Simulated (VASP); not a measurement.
Set up this calculation in VASP 6.6.1, as the native input.

| Property | Result |
| --- | --- |
| Task | single point |
| Functional | revPBE |
| Potentials or basis | VASP PAW PBE potentials, release 64 (Pb_d, F) |
| Cutoff | 600 eV |
| k mesh | 8 × 8 × 8 |
| Occupations | fermi-dirac, width 0.05 eV |
| Spin | no spin polarisation |
| Dipole correction | no |
| Further INCAR settings | ALGO = Normal; EDIFF = 1e-06; NBANDS = 21 |

The structure of PbF2 (Fluorocronite) lies in POSCAR:

```
PbF2
1.0
    0.0000000000      2.9636600000      2.9636600000
    2.9636600000      0.0000000000      2.9636600000
    2.9636600000      2.9636600000      0.0000000000
Pb F
1 2
Direct
    0.0000000000      0.0000000000      0.0000000000
    0.7500000000      0.7500000000      0.7500000000
    0.2500000000      0.2500000000      0.2500000000
```

One way to write it, as run:

INCAR

```
SYSTEM = PbF2
ALGO = Normal
EDIFF = 1E-6
ENCUT = 600
GGA = RE
GGA_COMPAT = .FALSE.
ISIF = 2
ISMEAR = -1
LASPH = .TRUE.
LCHARG = .FALSE.
LREAL = .FALSE.
LWAVE = .FALSE.
NBANDS = 21
NELM = 120
PREC = Accurate
SIGMA = 0.05
```

KPOINTS

```
k-points
0
G
  8 8 8
  0 0 0
```

Potentials or basis: VASP PAW PBE potentials, release 64 (Pb_d, F).

The run is started by

```bash
$ cat potpaw_PBE.64/Pb_d/POTCAR potpaw_PBE.64/F/POTCAR > POTCAR
$ mpirun -np 1 vasp_std > vasp.out
```

It gave:

```yaml
Pressure: 4.9 GPa
Band_gap_on_the_k_mesh: 4.52 eV, indirect (least direct gap 4.66 eV)
```

Caveat: the PAW data sets were made with another functional, which shifts forces and pressure a little; spin-orbit coupling is left out, which moves the levels of the heavy elements.

It took 69 s on 1 thread of AMD EPYC 7R43 64-Core Processor (Zen 3), with other jobs on the host, peak memory 0.17 GiB.
